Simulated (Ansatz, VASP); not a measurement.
# One calculation of MnSi, two programs

Contents of INCAR:

```
SYSTEM = MnSi
PREC     = Accurate       ! precision mode
ENCUT    = 520            ! plane-wave cutoff, eV
EDIFF    = 1E-6           ! SCF threshold, eV
ISMEAR   = -1             ! smearing method
SIGMA    = 0.05           ! smearing width, eV
LREAL    = .FALSE.        ! projectors in reciprocal space
LASPH    = .TRUE.         ! aspherical terms in the spheres
NELM     = 150            ! most SCF steps
ALGO     = Normal         ! electronic algorithm
ISIF     = 2              ! what is computed and relaxed
LWAVE    = .FALSE.        ! write WAVECAR
LCHARG   = .FALSE.        ! write CHGCAR
ISPIN    = 2              ! spin polarisation
MAGMOM   = 4 0            ! initial moments
LORBIT   = 11             ! projections on sites
LMAXMIX  = 4              ! l up to which the mixer works
GGA      = PE             ! functional
NBANDS   = 20             ! bands
```

Contents of KPOINTS:

```
Automatic mesh
0
G
  9 9 9
  0 0 0
```

POSCAR

```
MnSi
1.0
    3.0515614362      0.0000000000      0.0000000000
    0.0000000000      3.0515614362      0.0000000000
    0.0000000000      0.0000000000      3.0515614362
Mn Si
1 1
Direct
    0.0000000000      0.0000000000      0.0000000000
    0.5000000000      0.5000000000      0.5000000000
```

Contents of input.yaml:

```yaml
crystal:
  lattice:
    - [3.0515614362, 0.0, 0.0]
    - [0.0, 3.0515614362, 0.0]
    - [0.0, 0.0, 3.0515614362]
  atoms:
    - { symbol: Mn, position: [0.0, 0.0, 0.0], spin: 4.0 }
    - { symbol: Si, position: [0.5, 0.5, 0.5] }
kpoints:
  mp_grid: { grid: [9, 9, 9] }
scf:
  occupations: { method: fermi_dirac, width: 0.05 }
hamiltonian:
  xc: pbe
  pseudopotentials: { kind: all_electron, lapw: { basis_error: 0.0005 } }
magnetization:
  spin_polarized: true
output:
  forces: true
  stress: true
  eigenvalues: true
```

Change from the starting cell: volume scaled by 0.98.

Alike in both runs: task single point; functional PBE; k mesh 9 × 9 × 9; occupations fermi-dirac, width 0.05 eV; collinear spin.

```csv
,VASP,Ansatz
version,VASP 6.6.1,Ansatz 0.2.0
potentials or method,"VASP PAW PBE potentials, release 64 (Mn_pv, Si), cutoff 520 eV","all-electron LAPW, scalar-relativistic"
```

```tsv
	VASP	Ansatz	Ansatz less VASP
gap on the k mesh at the Fermi level (eV)	none	none	-
pressure (GPa)	-22.9	-29.9	-6.97
net moment per atom (μB)	0.92	0.47	-0.454
size of the moment on the site where the two differ most (μB)	2.00	1.07	-0.924
```

The net moments are unlike, so the other rows may belong to different states. Site moments also hang on the region over which each program counts them. A gap of «none» marks a metal or a gap that the smearing closes. Ansatz ran all-electron here, and VASP with PAW potentials.
